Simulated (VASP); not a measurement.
Write the native input for VASP 6.6.1 that does the following.

```yaml
Task: single point
Functional: PBE
Potentials_or_basis: VASP PAW PBE potentials, release 64 (Te)
Cutoff: 520 eV
k_mesh: 9 × 6 × 3
Occupations: fermi-dirac, width 0.05 eV
Spin: no spin polarisation
Dipole_correction: no
Further_INCAR_settings: ALGO = Normal; EDIFF = 1e-07; NBANDS = 20
```

The structure of Te lies in POSCAR:

```
Te
1.0
    3.1515031738      0.0000000000      0.0000000000
    0.0000000000      4.7743189022      0.0000000000
    0.0000000000      0.0000000000      9.0451221051
Te
4
Direct
    0.5000000000      0.0125320000      0.5091860000
    0.5000000000      0.9874680000      0.0091860000
    0.5000000000      0.4547290000      0.2608140000
    0.5000000000      0.5452710000      0.7608140000
```

The input as run:

INCAR

```
PREC     = Accurate       # precision mode
ENCUT    = 520            # plane-wave cutoff, eV
EDIFF    = 1E-7           # SCF threshold, eV
ISMEAR   = -1             # smearing method
SIGMA    = 0.05           # smearing width, eV
LREAL    = F              # projectors in reciprocal space
LASPH    = T              # aspherical terms in the spheres
NELM     = 60             # most SCF steps
ALGO     = Normal         # electronic algorithm
ISIF     = 2              # what is computed and relaxed
LWAVE    = F              # write WAVECAR
LCHARG   = F              # write CHGCAR
GGA      = PE             # functional
NBANDS   = 20             # bands
```

KPOINTS

```
regular mesh
0
Gamma
  9 6 3
```

Potentials or basis: VASP PAW PBE potentials, release 64 (Te).

Run with:

```bash
$ cat potpaw_PBE.64/Te/POTCAR > POTCAR
$ mpirun -np 1 vasp_std > vasp.out
```

Results of the run:

```yaml
Pressure: -0.9 GPa
Largest_force: 0.014 eV/Å
Band_gap_on_the_k_mesh: zero (bands 12 and 13 overlap by 3.41 eV)
```

Caveat: spin-orbit coupling is left out, which moves the levels of the heavy elements.

Wall time 2.3 min on 1 thread of Intel Xeon 8259CL (shared host), peak memory 0.27 GiB.
